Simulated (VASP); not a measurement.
# MgO (Fm-3m) in VASP: further runs

Runs on MgO. Level: PBE. Tasks: single point.

Program: VASP 6.6.1. These are calculated values, not measurements. Logs are shortened: lines on timing, memory, paths and dates and some standing lists are left out, and cuts for length are marked.

## Step 1: The cell of the first run

Symmetry: Fm-3m, No. 225, cubic system. Conventional cell: a = 4.147 Å, b = 4.147 Å, c = 4.147 Å, α = 90.00°, β = 90.00°, γ = 90.00°. Mg (site symmetry m-3m) has 6 O at 2.07 Å within 2.7 Å. Within 2.7 Å of O (site symmetry m-3m) lie 6 Mg at 2.07 Å.

## Step 2: Single point, PBE

File INCAR:

```
PREC     = Accurate       # precision mode
ENCUT    = 840            # plane-wave cutoff, eV
EDIFF    = 1E-6           # SCF threshold, eV
ISMEAR   = 0              # smearing method
SIGMA    = 0.02           # smearing width, eV
LREAL    = F              # projectors in reciprocal space
LASPH    = T              # aspherical terms in the spheres
NELM     = 120            # most SCF steps
ALGO     = Normal         # electronic algorithm
ISIF     = 2              # what is computed and relaxed
LWAVE    = F              # write WAVECAR
LCHARG   = F              # write CHGCAR
GGA      = PE             # functional
NBANDS   = 15             # bands
GGA_COMPAT= F
```

File KPOINTS:

```
regular mesh
0
Gamma
  10 10 10
```

File POSCAR:

```
MgO
1.0
    0.0000000000      2.0735331938      2.0735331938
    2.0735331938      0.0000000000      2.0735331938
    2.0735331938      2.0735331938      0.0000000000
Mg O
1 1
Direct
    0.0000000000      0.0000000000      0.0000000000
    0.5000000000      0.5000000000      0.5000000000
```

Potentials or basis: VASP PAW PBE potentials, release 64 (Mg_sv, O).

Run with:

```console
$ cat potpaw_PBE.64/Mg_sv/POTCAR potpaw_PBE.64/O/POTCAR > POTCAR
$ mpirun -np 1 vasp_std > vasp.out
```

OUTCAR:

```text
PREC = Accurate
   ENCUT = 840
   EDIFF = 1E-6
   ISMEAR = 0
   LREAL = F
   LASPH = T
   NELM = 120
   ISIF = 2
   GGA = PE

 ion  position               nearest neighbor table
   1  0.000  0.000  0.000-   2 2.07   2 2.07   2 2.07   2 2.07   2 2.07   2 2.07
   2  0.500  0.500  0.500-   1 2.07   1 2.07   1 2.07   1 2.07   1 2.07   1 2.07

  LATTYP: Found a face centered cubic cell.
 ALAT       =     4.1470663876

  Lattice vectors:

 A1 = (   0.0000000000,   2.0735331938,   2.0735331938)
 A2 = (   2.0735331938,   0.0000000000,   2.0735331938)
 A3 = (   2.0735331938,   2.0735331938,   0.0000000000)

Analysis of symmetry for initial positions (statically):
=====================================================================
 Subroutine PRICEL returns:
 Original cell was already a primitive cell.

 Routine SETGRP: Setting up the symmetry group for a
 face centered cubic supercell.

 Subroutine GETGRP returns: Found 48 space group operations
 (whereof 48 operations were pure point group operations)
 out of a pool of 48 trial point group operations.

The static configuration has the point symmetry O_h .

Analysis of symmetry for dynamics (positions and initial velocities):
=====================================================================
 Subroutine PRICEL returns:
 Original cell was already a primitive cell.

 Routine SETGRP: Setting up the symmetry group for a
 face centered cubic supercell.

 Subroutine GETGRP returns: Found 48 space group operations
 (whereof 48 operations were pure point group operations)
 out of a pool of 48 trial point group operations.

The dynamic configuration has the point symmetry O_h .

 Subroutine INISYM returns: Found 48 space group operations
 (whereof 48 operations are pure point group operations),
 and found     1 'primitive' translations

----------------------------------------------------------------------------------------

                                     Primitive cell

  volume of cell :      17.8305

  direct lattice vectors                    reciprocal lattice vectors
     0.000000000  2.073533194  2.073533194    -0.241134312  0.241134312  0.241134312
     2.073533194  0.000000000  2.073533194     0.241134312 -0.241134312  0.241134312
     2.073533194  2.073533194  0.000000000     0.241134312  0.241134312 -0.241134312

  length of vectors
     2.932418765  2.932418765  2.932418765     0.417656880  0.417656880  0.417656880

  position of ions in fractional coordinates (direct lattice)
     0.000000000  0.000000000  0.000000000
     0.500000000  0.500000000  0.500000000

  ion indices of the primitive-cell ions
   primitive index   ion index
                 1           1
                 2           2

----------------------------------------------------------------------------------------

 KPOINTS: regular mesh

Automatic generation of k-mesh.
 Grid dimensions read from file:
 generate k-points for:   10   10   10

 Generating k-lattice:

  Cartesian coordinates                     Fractional coordinates (reciprocal lattice)
    -0.024113431  0.024113431  0.024113431     0.100000000  0.000000000  0.000000000
     0.024113431 -0.024113431  0.024113431     0.000000000  0.100000000  0.000000000
     0.024113431  0.024113431 -0.024113431     0.000000000  0.000000000  0.100000000

  Length of vectors
     0.041765688  0.041765688  0.041765688

  Shift w.r.t. Gamma in fractional coordinates (k-lattice)
     0.000000000  0.000000000  0.000000000

 Subroutine IBZKPT returns following result:
 ===========================================

 Found     47 irreducible k-points:

 Following reciprocal coordinates:
            Coordinates               Weight
  0.000000  0.000000  0.000000      1.000000
  0.100000  0.000000  0.000000      8.000000
  0.200000  0.000000  0.000000      8.000000
  0.300000  0.000000  0.000000      8.000000
  0.400000  0.000000  0.000000      8.000000
  0.500000  0.000000  0.000000      4.000000
[... 16 lines left out ...]
  0.300000  0.300000  0.000000      6.000000
  0.400000  0.300000  0.000000     24.000000
 [... further k-points ...]
   k-points           NKPTS =     47   k-points in BZ     NKDIM =     47   number of bands    NBANDS=     15
   number of dos      NEDOS =    301   number of ions     NIONS =      2
   total plane-waves  NPLWV =  21952
   dimension x,y,z NGX =    28 NGY =   28 NGZ =   28
   dimension x,y,z NGXF=    56 NGYF=   56 NGZF=   56
   ions per type =               1   1
   NGX,Y,Z   is equivalent  to a cutoff of  15.87, 15.87, 15.87 a.u.
   NGXF,Y,Z  is equivalent  to a cutoff of  31.75, 31.75, 31.75 a.u.
 SYSTEM =  unknown system
   PREC   = accura    normal or accurate (medium, high low for compatibility)
   ISTART =      0    job   : 0-new  1-cont  2-samecut
   ICHARG =      2    charge: 1-file 2-atom 10-const
   ISPIN  =      1    spin polarized calculation?
   LNONCOLLINEAR =      F non collinear calculations
   LSORBIT =      F    spin-orbit coupling
   LASPH  =      T    aspherical Exc in radial PAW
   ENCUT  =  840.0 eV  61.74 Ry    7.86 a.u.   6.93  6.93  6.93*2*pi/ulx,y,z
   NELM   =    120;   NELMIN=  2; NELMDL= -5     # of ELM steps
   EDIFF  = 0.1E-05   stopping-criterion for ELM
   LREAL  =      F    real-space projection
   EDIFFG = 0.1E-04   stopping-criterion for IOM
   NSW    =      0    number of steps for IOM
   IBRION =     -1    ionic relax: 0-MD 1-quasi-New 2-CG
   NFREE  =      0    steps in history (QN), initial steepest desc. (CG)
   ISIF   =      2    stress and relaxation
   ISYM   =      2    0-nonsym 1-usesym 2-fastsym
   POTIM  = 0.5000    time-step for ionic-motion
   TEBEG  =    0.0;   TEEND  =   0.0 temperature during run
   PSTRESS=    0.0 pullay stress
   NELECT =      16.0000    total number of electrons
   NUPDOWN=      -1.0000    fix difference up-down
   EMIN   =  10.00;   EMAX   =-10.00  energy-range for DOS
   EFERMI =   0.00;   METHOD = LEGACY
   ISMEAR =     0;   SIGMA  =   0.02  broadening in eV -4-tet -1-fermi 0-gaus
   EFERMI_NEDOS =   21; number of points for ismear=-14 and -15
   IALGO  =     38    algorithm
   IMIX   =      4    mixing-type and parameters
     AMIX     =   0.40;   BMIX     =  1.00
     AMIX_MAG =   1.60;   BMIX_MAG =  1.00
  volume/ion in A,a.u.               =       8.92        60.16
  Fermi-wavevector in a.u.,A,eV,Ry     =   1.579043  2.983958 33.924432  2.493375
  Thomas-Fermi vector in A             =   2.679482
   LORBIT       =      0    0 simple, 1 ext, 2 COOP (PROOUT), +10 PAW based schemes
   GGA     = PE    functional components
   LHFCALC =     F    Hartree Fock is set to
   AEXX    =    0.0000 exact exchange contribution
   IVDW    =     0    specifies the selected vdW correction
   LEPSILON=     F    determine dielectric tensor
   LRPA    =     F    only Hartree local field effects (RPA)
 non-spin polarized calculation
 Gauss-broadening in eV      SIGMA  =   0.02
  energy-cutoff  :      840.00
  volume of cell :       17.83
 maximum number of plane-waves:       998
   NGX = 13   NGY = 13   NGZ = 13

 number of electron      15.9999999 magnetization

 Free energy of the ion-electron system (eV)
  ---------------------------------------------------
  ext. energy  EPLUGINS =         0.00000000
  ---------------------------------------------------
  free energy    TOTEN  =       -11.82432830 eV

  energy without entropy =      -11.82432830  energy(sigma->0) =      -11.82432830

 E-fermi :   3.3523     XC(G=0): -11.6285

 val. band max:        3.2591930919   @ k =   0.0000   0.0000   0.0000
 cond. band min:       8.4650344039   @ k =   0.0000   0.0000   0.0000
 fundamental gap:      5.2058413120
 Fermi energy:         3.3522559657

 k-point     1 :       0.0000    0.0000    0.0000
  band No.  band energies     occupation
      1     -68.8518      2.00000
      2     -35.5702      2.00000
      3     -35.5702      2.00000
      4     -35.5702      2.00000
      5     -14.2332      2.00000
      6       3.2592      2.00000
      7       3.2592      2.00000
      8       3.2592      2.00000
      9       8.4650      0.00000
     10      19.3295      0.00000
     11      19.3295      0.00000
     12      19.3295      0.00000
     13      23.3686      0.00000
     14      25.2029      0.00000
     15      25.2029      0.00000

 k-point     2 :       0.1000    0.0000    0.0000
  band No.  band energies     occupation
      1     -68.8508      2.00000
      2     -35.5804      2.00000
      3     -35.5712      2.00000
      4     -35.5712      2.00000
      5     -14.1152      2.00000
      6       2.5996      2.00000
      7       3.1857      2.00000
      8       3.1857      2.00000
      9       9.0874      0.00000
     10      18.0666      0.00000
     11      19.5876      0.00000
     12      19.5876      0.00000
     13      24.5486      0.00000
     14      24.5486      0.00000
     15      25.1155      0.00000

 k-point     3 :       0.2000    0.0000    0.0000
  band No.  band energies     occupation
      1     -68.8481      2.00000
      2     -35.6070      2.00000
      3     -35.5738      2.00000
      4     -35.5738      2.00000
      5     -13.7903      2.00000
      6       1.2340      2.00000
      7       2.9996      2.00000
      8       2.9996      2.00000
      9      10.2757      0.00000
     10      16.5688      0.00000
     11      20.1336      0.00000
     12      20.1336      0.00000
     13      23.8779      0.00000
     14      23.8779      0.00000
     15      26.3278      0.00000
[... 343 lines left out ...]
 k-point    23 :       0.3000    0.3000    0.0000
  band No.  band energies     occupation
      1     -68.8427      2.00000
      2     -35.6310      2.00000
      3     -35.5929      2.00000
      4     -35.5929      2.00000
      5     -13.1487      2.00000
      6      -0.0068      2.00000
      7       2.2793      2.00000
      8       2.2793      2.00000
      9      12.6286      0.00000
     10      13.7925      0.00000
     11      18.2376      0.00000
     12      21.7837      0.00000
     13      21.7837      0.00000
     14      27.9406      0.00000
     15      31.6402      0.00000

 k-point    24 :       0.4000    0.3000    0.0000
  band No.  band energies     occupation
      1     -68.8404      2.00000
      2     -35.6438      2.00000
      3     -35.5996      2.00000
      4     -35.5966      2.00000
      5     -12.8818      2.00000
      6      -0.4533      2.00000
      7       1.8951      2.00000
      8       2.1247      2.00000
      9      13.2409      0.00000
     10      13.6714      0.00000
     11      17.3882      0.00000
     12      22.0768      0.00000
     13      22.2913      0.00000
     14      28.7329      0.00000
     15      31.2115      0.00000

 [... further k-points ...]

------------------------ aborting loop because EDIFF is reached ----------------------------------------

  FORCE on cell =-STRESS in cart. coord.  units (eV):
  Direction    XX          YY          ZZ          XY          YZ          ZX
  --------------------------------------------------------------------------------------
  -------------------------------------------------------------------------------------
  Total        1.4986467      1.4986467      1.4986467      0.0000000      0.0000000      0.0000000
  in kB      134.6625615    134.6625615    134.6625615      0.0000000      0.0000000      0.0000000
  external PRESSURE =     134.6625615 kB  Pullay stress =       0.0000000 kB

 VOLUME and BASIS-vectors are now :
 -----------------------------------------------------------------------------
  energy-cutoff  :      840.00
  volume of cell :       17.83
      direct lattice vectors                 reciprocal lattice vectors
     0.000000000  2.073533194  2.073533194    -0.241134312  0.241134312  0.241134312
     2.073533194  0.000000000  2.073533194     0.241134312 -0.241134312  0.241134312
     2.073533194  2.073533194  0.000000000     0.241134312  0.241134312 -0.241134312

 POSITION                                       TOTAL-FORCE (eV/Angst)
 -----------------------------------------------------------------------------------
      0.00000      0.00000      0.00000         0.000000      0.000000     -0.000000
      2.07353      2.07353      2.07353        -0.000000     -0.000000      0.000000
 -----------------------------------------------------------------------------------
    total drift:                                0.000000      0.000000      0.000000

  FREE ENERGIE OF THE ION-ELECTRON SYSTEM (eV)
  ---------------------------------------------------
  free  energy   TOTEN  =       -11.8243283036 eV

  energy  without entropy=      -11.8243283036  energy(sigma->0) =      -11.82432830
```

Run time: 20 s. Hardware: 1 thread of AMD EPYC 7R43 (Zen 3), shared host; peak memory 0.13 GiB.

Results:

* Free energy: -11.8243 eV
* Pressure: 13.5 GPa
* Band gap on the k mesh: 5.21 eV

Levels at points of the mesh, in eV from the valence-band top:
| k point | band 5 | band 6 | band 7 | band 8 | band 9 | band 10 | band 11 | band 12 |
| --- | --- | --- | --- | --- | --- | --- | --- | --- |
| (0.00, 0.00, 0.00) | -17.49 | 0.00 | 0.00 | 0.00 | 5.21 | 16.07 | 16.07 | 16.07 |
| (0.50, 0.00, 0.00) | -16.05 | -4.82 | -0.71 | -0.71 | 8.21 | 13.15 | 16.82 | 16.82 |
| (0.50, 0.50, 0.00) | -15.83 | -4.24 | -1.40 | -1.40 | 9.18 | 10.52 | 13.61 | 19.72 |

Caveat: the cell stands under pressure.

## Step 3: Single point, PBE

This run uses another cell than the first one, of 9.57 Å³/atom.

File INCAR:

```
PREC     = Accurate       # precision mode
ENCUT    = 840            # plane-wave cutoff, eV
EDIFF    = 1E-6           # SCF threshold, eV
ISMEAR   = 0              # smearing method
SIGMA    = 0.1            # smearing width, eV
LREAL    = False          # projectors in reciprocal space
LASPH    = True           # aspherical terms in the spheres
NELM     = 120            # most SCF steps
ALGO     = Normal         # electronic algorithm
ISIF     = 2              # what is computed and relaxed
LWAVE    = False          # write WAVECAR
LCHARG   = False          # write CHGCAR
GGA      = PE             # functional
NBANDS   = 15             # bands
GGA_COMPAT= False
```

File KPOINTS:

```
Automatic mesh
0
Gamma
  8 8 8
```

File POSCAR:

```
MgO
1.0
    0.0000000000      2.1229940903      2.1229940903
    2.1229940903      0.0000000000      2.1229940903
    2.1229940903      2.1229940903      0.0000000000
Mg O
1 1
Direct
    0.0000000000      0.0000000000      0.0000000000
    0.5000000000      0.5000000000      0.5000000000
```

Potentials or basis: VASP PAW PBE potentials, release 64 (Mg_sv, O).

Run with:

```console
$ cat potpaw_PBE.64/Mg_sv/POTCAR potpaw_PBE.64/O/POTCAR > POTCAR
$ mpirun -np 1 vasp_std > vasp.out
```

Wall time 24 s (1 thread of Intel Xeon Platinum 8259CL at 2.50GHz (Skylake/Cascade Lake), shared host); peak memory 0.16 GiB.

Results (log left out):

```
Free energy            : -11.8842 eV
Pressure               : 0.9 GPa
Band gap on the k mesh : 4.51 eV
```

Levels at points of the mesh, in eV from the valence-band top:
```tsv
k point	band 6	band 7	band 8	band 9	band 10	band 11
(0.00, 0.00, 0.00)	0.00	0.00	0.00	4.51	15.67	15.67
(0.50, 0.00, 0.00)	-4.50	-0.63	-0.63	7.76	12.34	16.09
(0.50, 0.50, 0.00)	-3.96	-1.31	-1.31	9.10	9.74	12.85
```

## Step 4: Single point, PBE

This run uses another cell than the first one, of 8.97 Å³/atom.

Changes to INCAR since step 3:

```diff
@@ -4,3 +4,3 @@
 ISMEAR   = 0              # smearing method
-SIGMA    = 0.1            # smearing width, eV
+SIGMA    = 0.01           # smearing width, eV
 LREAL    = False          # projectors in reciprocal space
@@ -11,4 +11,6 @@
 LWAVE    = False          # write WAVECAR
-LCHARG   = False          # write CHGCAR
+LCHARG   = True           # write CHGCAR
 GGA      = PE             # functional
+LELF     = True           # ELF
+LVHAR    = True         
 NBANDS   = 15             # bands
```

File KPOINTS:

```
Automatic mesh
0
Gamma
  10 10 10
```

File POSCAR:

```
MgO
1.0
    0.0000000000      2.0780128859      2.0780128859
    2.0780128859      0.0000000000      2.0780128859
    2.0780128859      2.0780128859      0.0000000000
Mg O
1 1
Direct
    0.0000000000      0.0000000000      0.0000000000
    0.5000000000      0.5000000000      0.5000000000
```

Run with:

```console
$ cat potpaw_PBE.64/Mg_sv/POTCAR potpaw_PBE.64/O/POTCAR > POTCAR
$ mpirun -np 1 vasp_std > vasp.out
```

Wall time 22 s (1 thread of Intel Xeon Platinum 8259CL at 2.50GHz (Skylake/Cascade Lake), shared host); peak memory 0.16 GiB.

It converged, with:

```yaml
Free_energy: -11.8340 eV
Pressure: 12.2 GPa
Band_gap_on_the_k_mesh: 5.14 eV
```

Levels at points of the mesh, in eV from the valence-band top:
| k point | band 4 | band 5 | band 6 | band 7 | band 8 | band 9 | band 10 | band 11 | band 12 | band 13 |
| --- | --- | --- | --- | --- | --- | --- | --- | --- | --- | --- |
| (0.00, 0.00, 0.00) | -38.85 | -17.46 | 0.00 | 0.00 | 0.00 | 5.14 | 16.03 | 16.03 | 16.03 | 20.05 |
| (0.50, 0.00, 0.00) | -38.86 | -16.03 | -4.79 | -0.70 | -0.70 | 8.16 | 13.08 | 16.75 | 16.75 | 21.57 |
| (0.50, 0.50, 0.00) | -38.89 | -15.81 | -4.22 | -1.40 | -1.40 | 9.17 | 10.45 | 13.54 | 19.61 | 19.61 |

Caveat: the cell stands under pressure.

## Step 5: The runs side by side

```tsv
cell	k mesh	smearing	gap on the mesh (eV)	pressure (GPa)
a = 2.932 Å, angles 60.0°, 2 atoms	10 × 10 × 10	gaussian 0.02 eV	5.21	13.5
a = 3.002 Å, angles 60.0°, 2 atoms	8 × 8 × 8	gaussian 0.1 eV	4.51	0.9
a = 2.939 Å, angles 60.0°, 2 atoms	10 × 10 × 10	gaussian 0.01 eV	5.14	12.2
```

Alike in all rows: task single point; level PBE; potentials or basis VASP PAW PBE potentials, release 64 (Mg_sv, O); no spin polarisation; cutoff (eV) 840.

Caveats: the cell stands under pressure (at least some runs).

Total energies depend on the potentials used, so only differences within one code and one set of settings carry meaning.
